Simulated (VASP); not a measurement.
# Co (P6_3/mmc) in VASP: a series of runs

Co is run at these levels: LDA; tasks: single point.

All numbers are computed with VASP 6.6.1; they aren't measurements. Logs are shortened: lines on timing, memory, paths and dates and some standing lists are left out, and cuts for length are marked.

### 1 The cell of the first run

It takes space group P6_3/mmc (No. 194, hexagonal). Conventional cell: a = 2.040 Å, b = 2.040 Å, c = 3.306 Å, α = 90.00°, β = 90.00°, γ = 120.00°. Within 2.7 Å of Co (site symmetry -6m2) lie 12 Co at 2.03 to 2.04 Å.

### 2 Single point, LDA, collinear spin, ferromagnetic start

Input file INCAR:

```
  PREC = Accurate
  ENCUT = 690
  EDIFF = 1E-6
  ISMEAR = -1
  SIGMA = 0.1
  LREAL = F
  LASPH = T
  NELM = 200
  ALGO = Normal
  ISIF = 2
  LWAVE = F
  LCHARG = F
  ISPIN = 2
  MAGMOM = 1.7 1.7
  LORBIT = 11
  LMAXMIX = 4
  GGA = CA
  NBANDS = 28
  GGA_COMPAT = F
```

Input file KPOINTS:

```
regular mesh
0
Gamma
  21 21 12
```

Input file POSCAR:

```
Co
1.0
    2.0403594688      0.0000000000      0.0000000000
   -1.0201797344      1.7670031328      0.0000000000
    0.0000000000      0.0000000000      3.3061983691
Co
2
Direct
    0.3333333333      0.6666666667      0.2500000000
    0.6666666667      0.3333333333      0.7500000000
```

Potentials or basis: VASP PAW LDA potentials, release 64 (Co_sv).

Launch:

```console
$ cat potpaw_LDA.64/Co_sv/POTCAR > POTCAR
$ mpirun -np 1 vasp_std > vasp.out
```

OUTCAR:

```text
PREC = Accurate
   ENCUT = 690
   EDIFF = 1E-6
   ISMEAR = -1
   LREAL = F
   LASPH = T
   NELM = 200
   ISIF = 2
   ISPIN = 2
   LORBIT = 11
   GGA = CA

 ion  position               nearest neighbor table
   1  0.333  0.667  0.250-   2 2.03   2 2.03   2 2.03   2 2.03   2 2.03   2 2.03
   2  0.667  0.333  0.750-   1 2.03   1 2.03   1 2.03   1 2.03   1 2.03   1 2.03

  LATTYP: Found a hexagonal cell.
 ALAT       =     2.0403594688
 C/A-ratio  =     1.6203999441

  Lattice vectors:

 A1 = (   2.0403594688,   0.0000000000,   0.0000000000)
 A2 = (  -1.0201797344,   1.7670031328,   0.0000000000)
 A3 = (   0.0000000000,   0.0000000000,   3.3061983691)

Analysis of symmetry for initial positions (statically):
=====================================================================
 Subroutine PRICEL returns:
 Original cell was already a primitive cell.

 Routine SETGRP: Setting up the symmetry group for a
 hexagonal supercell.

 Subroutine GETGRP returns: Found 24 space group operations
 (whereof 12 operations were pure point group operations)
 out of a pool of 24 trial point group operations.

The static configuration has the point symmetry D_3d.
 The point group associated with its full space group is D_6h.

Analysis of symmetry for dynamics (positions and initial velocities):
=====================================================================
 Subroutine PRICEL returns:
 Original cell was already a primitive cell.

 Routine SETGRP: Setting up the symmetry group for a
 hexagonal supercell.

 Subroutine GETGRP returns: Found 24 space group operations
 (whereof 12 operations were pure point group operations)
 out of a pool of 24 trial point group operations.

The dynamic configuration has the point symmetry D_3d.
 The point group associated with its full space group is D_6h.

Analysis of structural, dynamic, and magnetic symmetry:
=====================================================================
 Subroutine PRICEL returns:
 Original cell was already a primitive cell.

 Routine SETGRP: Setting up the symmetry group for a
 hexagonal supercell.

 Subroutine GETGRP returns: Found 24 space group operations
 (whereof 12 operations were pure point group operations)
 out of a pool of 24 trial point group operations.

The overall configuration has the point symmetry D_3d.
 The point group associated with its full space group is D_6h.

 Subroutine INISYM returns: Found 24 space group operations
 (whereof 12 operations are pure point group operations),
 and found     1 'primitive' translations

----------------------------------------------------------------------------------------

                                     Primitive cell

  volume of cell :      11.9199

  direct lattice vectors                    reciprocal lattice vectors
     2.040359469  0.000000000  0.000000000     0.490109716  0.282964977  0.000000000
    -1.020179734  1.767003133  0.000000000     0.000000000  0.565929953  0.000000000
     0.000000000  0.000000000  3.306198369     0.000000000  0.000000000  0.302462190

  length of vectors
     2.040359469  2.040359469  3.306198369     0.565929953  0.565929953  0.302462190

  position of ions in fractional coordinates (direct lattice)
     0.333333333  0.666666667  0.250000000
     0.666666667  0.333333333  0.750000000

  ion indices of the primitive-cell ions
   primitive index   ion index
                 1           1
                 2           2

----------------------------------------------------------------------------------------

 KPOINTS: regular mesh

Automatic generation of k-mesh.
 Grid dimensions read from file:
 generate k-points for:   21   21   12

 Generating k-lattice:

  Cartesian coordinates                     Fractional coordinates (reciprocal lattice)
     0.023338558  0.013474523  0.000000000     0.047619048 -0.000000000  0.000000000
     0.000000000  0.026949045  0.000000000     0.000000000  0.047619048  0.000000000
     0.000000000  0.000000000  0.025205183     0.000000000  0.000000000  0.083333333

  Length of vectors
     0.026949045  0.026949045  0.025205183

  Shift w.r.t. Gamma in fractional coordinates (k-lattice)
     0.000000000  0.000000000  0.000000000

 Subroutine IBZKPT returns following result:
 ===========================================

 Found    336 irreducible k-points:

 Following reciprocal coordinates:
            Coordinates               Weight
  0.000000  0.000000  0.000000      1.000000
  0.047619  0.000000  0.000000      6.000000
  0.095238  0.000000  0.000000      6.000000
  0.142857  0.000000  0.000000      6.000000
  0.190476  0.000000  0.000000      6.000000
  0.238095  0.000000  0.000000      6.000000
[... 16 lines left out ...]
  0.142857  0.095238  0.000000     12.000000
  0.190476  0.095238  0.000000     12.000000
 [... further k-points ...]
   k-points           NKPTS =    336   k-points in BZ     NKDIM =    336   number of bands    NBANDS=     28
   number of dos      NEDOS =    301   number of ions     NIONS =      2
   total plane-waves  NPLWV =   9072
   dimension x,y,z NGX =    18 NGY =   18 NGZ =   28
   dimension x,y,z NGXF=    36 NGYF=   36 NGZF=   56
   ions per type =               2
   NGX,Y,Z   is equivalent  to a cutoff of  14.67, 14.67, 14.08 a.u.
   NGXF,Y,Z  is equivalent  to a cutoff of  29.33, 29.33, 28.16 a.u.
 SYSTEM =  unknown system
   PREC   = accura    normal or accurate (medium, high low for compatibility)
   ISTART =      0    job   : 0-new  1-cont  2-samecut
   ICHARG =      2    charge: 1-file 2-atom 10-const
   ISPIN  =      2    spin polarized calculation?
   LNONCOLLINEAR =      F non collinear calculations
   LSORBIT =      F    spin-orbit coupling
   LASPH  =      T    aspherical Exc in radial PAW
   ENCUT  =  690.0 eV  50.71 Ry    7.12 a.u.   4.37  4.37  7.08*2*pi/ulx,y,z
   NELM   =    200;   NELMIN=  2; NELMDL= -5     # of ELM steps
   EDIFF  = 0.1E-05   stopping-criterion for ELM
   LREAL  =      F    real-space projection
[... 7 lines left out ...]
   TEBEG  =    0.0;   TEEND  =   0.0 temperature during run
   PSTRESS=    0.0 pullay stress
   NELECT =      34.0000    total number of electrons
   NUPDOWN=      -1.0000    fix difference up-down
   EMIN   =  10.00;   EMAX   =-10.00  energy-range for DOS
   EFERMI =   0.00;   METHOD = LEGACY
   ISMEAR =    -1;   SIGMA  =   0.10  broadening in eV -4-tet -1-fermi 0-gaus
   EFERMI_NEDOS =   21; number of points for ismear=-14 and -15
   IALGO  =     38    algorithm
   IMIX   =      4    mixing-type and parameters
     AMIX     =   0.40;   BMIX     =  1.00
     AMIX_MAG =   1.60;   BMIX_MAG =  1.00
  volume/ion in A,a.u.               =       5.96        40.22
  Fermi-wavevector in a.u.,A,eV,Ry     =   2.321722  4.387418 73.340732  5.390392
  Thomas-Fermi vector in A             =   3.249069
   LORBIT       =     11    0 simple, 1 ext, 2 COOP (PROOUT), +10 PAW based schemes
   GGA     = CA    functional components
   LHFCALC =     F    Hartree Fock is set to
   AEXX    =    0.0000 exact exchange contribution
   IVDW    =     0    specifies the selected vdW correction
   LEPSILON=     F    determine dielectric tensor
   LRPA    =     F    only Hartree local field effects (RPA)
 spin polarized calculation
  energy-cutoff  :      690.00
  volume of cell :       11.92
 maximum number of plane-waves:       525
 NGX is ok and might be reduce to    18
   NGX =  9   NGY =  9   NGZ = 15

 number of electron      33.9999978 magnetization      -0.0037364

 number of electron      33.9999978 magnetization       0.0007157

 Free energy of the ion-electron system (eV)
  ---------------------------------------------------
  ext. energy  EPLUGINS =         0.00000000
  ---------------------------------------------------
  free energy    TOTEN  =        -9.62917783 eV

  energy without entropy =       -9.55021400  energy(sigma->0) =       -9.58969591

 E-fermi :  25.0386     XC(G=0): -18.6203

 val. band max:       25.0381751350   @ k =   0.2857   0.0952   0.4167
 cond. band min:      25.0398715687   @ k =   0.3810   0.1429   0.2500
 fundamental gap:      0.0016964337
 Fermi energy:        25.0386350272

 spin component 1

 k-point     1 :       0.0000    0.0000    0.0000
  band No.  band energies     occupation
      1     -71.1504      1.00000
      2     -70.4700      1.00000
      3     -35.9640      1.00000
      4     -33.8238      1.00000
      5     -33.8238      1.00000
      6     -33.5243      1.00000
[... 20 lines left out ...]
     27      62.5319      0.00000
     28      62.5319      0.00000

 k-point     2 :       0.0476    0.0000    0.0000
  band No.  band energies     occupation
      1     -71.1379      1.00000
      2     -70.4641      1.00000
      3     -35.9454      1.00000
      4     -33.8644      1.00000
      5     -33.8366      1.00000
      6     -33.5611      1.00000
[... 20 lines left out ...]
     27      62.1807      0.00000
     28      64.2611      0.00000

 k-point     3 :       0.0952    0.0000    0.0000
  band No.  band energies     occupation
      1     -71.1014      1.00000
      2     -70.4469      1.00000
      3     -35.8921      1.00000
      4     -33.9839      1.00000
      5     -33.8735      1.00000
      6     -33.6815      1.00000
[... 20 lines left out ...]
     27      59.8199      0.00000
     28      64.2188      0.00000

 k-point     4 :       0.1429    0.0000    0.0000
  band No.  band energies     occupation
      1     -71.0433      1.00000
      2     -70.4206      1.00000
      3     -35.8060      1.00000
      4     -34.1714      1.00000
      5     -33.9304      1.00000
      6     -33.8669      1.00000
[... 578 lines left out ...]
     27      58.6856      0.00000
     28      63.5786      0.00000

 k-point    23 :       0.1429    0.0952    0.0000
  band No.  band energies     occupation
      1     -70.9366      1.00000
      2     -70.3758      1.00000
      3     -35.6435      1.00000
      4     -34.4404      1.00000
      5     -34.2869      1.00000
      6     -33.9526      1.00000
[... 20 lines left out ...]
     27      59.4734      0.00000
     28      63.3854      0.00000

 k-point    24 :       0.1905    0.0952    0.0000
  band No.  band energies     occupation
      1     -70.8511      1.00000
      2     -70.3438      1.00000
      3     -35.5085      1.00000
      4     -34.6861      1.00000
      5     -34.4908      1.00000
      6     -34.0615      1.00000
[... 20 lines left out ...]
     27      60.3397      0.00000
     28      63.6324      0.00000

 [... further k-points ...]

 spin component 2

 k-point     1 :       0.0000    0.0000    0.0000
  band No.  band energies     occupation
      1     -71.1500      1.00000
      2     -70.4696      1.00000
      3     -35.9636      1.00000
      4     -33.8234      1.00000
      5     -33.8234      1.00000
      6     -33.5239      1.00000
[... 20 lines left out ...]
     27      62.5321      0.00000
     28      62.5321      0.00000

 k-point     2 :       0.0476    0.0000    0.0000
  band No.  band energies     occupation
      1     -71.1375      1.00000
      2     -70.4636      1.00000
      3     -35.9450      1.00000
      4     -33.8640      1.00000
      5     -33.8362      1.00000
      6     -33.5607      1.00000
[... 20 lines left out ...]
     27      62.1808      0.00000
     28      64.2749      0.00000

 k-point     3 :       0.0952    0.0000    0.0000
  band No.  band energies     occupation
      1     -71.1010      1.00000
      2     -70.4465      1.00000
      3     -35.8917      1.00000
      4     -33.9835      1.00000
      5     -33.8731      1.00000
      6     -33.6811      1.00000
[... 20 lines left out ...]
     27      59.8200      0.00000
     28      64.2189      0.00000

 k-point     4 :       0.1429    0.0000    0.0000
  band No.  band energies     occupation
      1     -71.0429      1.00000
      2     -70.4202      1.00000
      3     -35.8056      1.00000
      4     -34.1710      1.00000
      5     -33.9300      1.00000
      6     -33.8665      1.00000
[... 578 lines left out ...]
     27      58.6857      0.00000
     28      63.5788      0.00000

 k-point    23 :       0.1429    0.0952    0.0000
  band No.  band energies     occupation
      1     -70.9362      1.00000
      2     -70.3753      1.00000
      3     -35.6431      1.00000
      4     -34.4400      1.00000
      5     -34.2866      1.00000
      6     -33.9522      1.00000
[... 20 lines left out ...]
     27      59.4736      0.00000
     28      63.3856      0.00000

 k-point    24 :       0.1905    0.0952    0.0000
  band No.  band energies     occupation
      1     -70.8507      1.00000
      2     -70.3433      1.00000
      3     -35.5081      1.00000
      4     -34.6857      1.00000
      5     -34.4905      1.00000
      6     -34.0611      1.00000
[... 20 lines left out ...]
     27      60.3399      0.00000
     28      63.6324      0.00000

 [... further k-points ...]

------------------------ aborting loop because EDIFF is reached ----------------------------------------

  FORCE on cell =-STRESS in cart. coord.  units (eV):
  Direction    XX          YY          ZZ          XY          YZ          ZX
  --------------------------------------------------------------------------------------
  -------------------------------------------------------------------------------------
  Total       33.2777454     33.2777454     33.2727449      0.0000000      0.0000000      0.0000000
  in kB     4472.9244517   4472.9244516   4472.2523143      0.0000000      0.0000000      0.0000000
  external PRESSURE =    4472.7004059 kB  Pullay stress =       0.0000000 kB

 VOLUME and BASIS-vectors are now :
 -----------------------------------------------------------------------------
  energy-cutoff  :      690.00
  volume of cell :       11.92
      direct lattice vectors                 reciprocal lattice vectors
     2.040359469  0.000000000  0.000000000     0.490109716  0.282964977  0.000000000
    -1.020179734  1.767003133  0.000000000     0.000000000  0.565929953  0.000000000
     0.000000000  0.000000000  3.306198369     0.000000000  0.000000000  0.302462190

 POSITION                                       TOTAL-FORCE (eV/Angst)
 -----------------------------------------------------------------------------------
     -0.00000      1.17800      0.82655         0.000000     -0.000000      0.000000
      1.02018      0.58900      2.47965        -0.000000      0.000000      0.000000
 -----------------------------------------------------------------------------------
    total drift:                               -0.000000      0.000000     -0.000000

  FREE ENERGIE OF THE ION-ELECTRON SYSTEM (eV)
  ---------------------------------------------------
  free  energy   TOTEN  =        -9.6291778277 eV

  energy  without entropy=       -9.5502139970  energy(sigma->0) =       -9.58969591

 total charge

# of ion       s       p       d       tot
------------------------------------------
    1        2.436   6.369   7.186  15.991
    2        2.436   6.369   7.186  15.991
--------------------------------------------------
tot          4.873  12.737  14.372  31.982

 magnetization (x)

# of ion       s       p       d       tot
------------------------------------------
    1       -0.000  -0.000   0.000   0.000
    2       -0.000  -0.000   0.000   0.000
--------------------------------------------------
tot         -0.000  -0.000   0.000   0.000
```

Run time: 2.3 min. Hardware: 1 thread of Intel Xeon 6975P-C (Granite Rapids), shared host; peak memory 0.3 GiB.

Results:

```
Free energy                                           : -9.6292 eV
Pressure                                              : 447.3 GPa
Band gap on the k mesh                                : zero (filled and empty bands overlap)
Net moment                                            : 0.00 μB per cell
Valence electrons inside the program's atomic spheres : Co 15.99
```

Caveat: the cell stands under pressure; the moments typed at the start vanished in this run.

### 3 Single point, LDA, collinear spin, ferromagnetic start

This run uses another cell than the first one, of 10.00 Å³/atom.

Input file INCAR:

```
PREC = Accurate
ENCUT = 520
EDIFF = 1E-6
ISMEAR = -1
SIGMA = 0.1
LREAL = False
LASPH = True
NELM = 150
ALGO = Normal
ISIF = 2
LWAVE = False
LCHARG = False
ISPIN = 2
MAGMOM = 1.7 1.7
LORBIT = 11
LMAXMIX = 4
NBANDS = 20
```

KPOINTS is that of step 2.

Input file POSCAR:

```
Co
1.0
    2.4278832647      0.0000000000      0.0000000000
   -1.2139416323      2.1026085847      0.0000000000
    0.0000000000      0.0000000000      3.9184186014
Co
2
Direct
    0.3333333333      0.6666666667      0.2500000000
    0.6666666667      0.3333333333      0.7500000000
```

Potentials or basis: VASP PAW LDA potentials, release 64 (Co).

Launch:

```console
$ cat potpaw_LDA.64/Co/POTCAR > POTCAR
$ mpirun -np 1 vasp_std > vasp.out
```

Run time: 91 s. Hardware: 1 thread of Intel Xeon 6975P-C (Granite Rapids), shared host; peak memory 0.28 GiB.

Results (log left out):

* Free energy: -16.2845 eV
* Pressure: -1.6 GPa
* Net moment: 2.86 μB per cell
* Site moments: Co +1.43 μB
* Valence electrons inside the program's atomic spheres: Co 8.45

Stress tensor (GPa, compression positive):
```
-1.43  0.00  0.00
 0.00 -1.43  0.00
 0.00  0.00 -1.84
```

Levels at points of the mesh, in eV from the Fermi level:
Spin up:
```tsv
k point	band 6	band 7	band 8	band 9	band 10	band 11	band 12	band 13	band 14	band 15
(0.00, 0.00, 0.00)	-2.16	-2.16	-1.75	-1.75	-0.48	-0.48	-0.07	7.26	22.65	25.96
(0.00, 0.00, 0.50)	-2.60	-2.60	-2.60	-0.83	-0.83	-0.83	-0.83	16.08	16.08	23.42
```
Spin down:
| k point | band 5 | band 6 | band 7 | band 8 | band 9 | band 10 |
| --- | --- | --- | --- | --- | --- | --- |
| (0.00, 0.00, 0.00) | -1.21 | -0.80 | -0.80 | -0.35 | -0.35 | 0.10 |
| (0.00, 0.00, 0.50) | -1.29 | -1.29 | -1.29 | -1.29 | 0.65 | 0.65 |
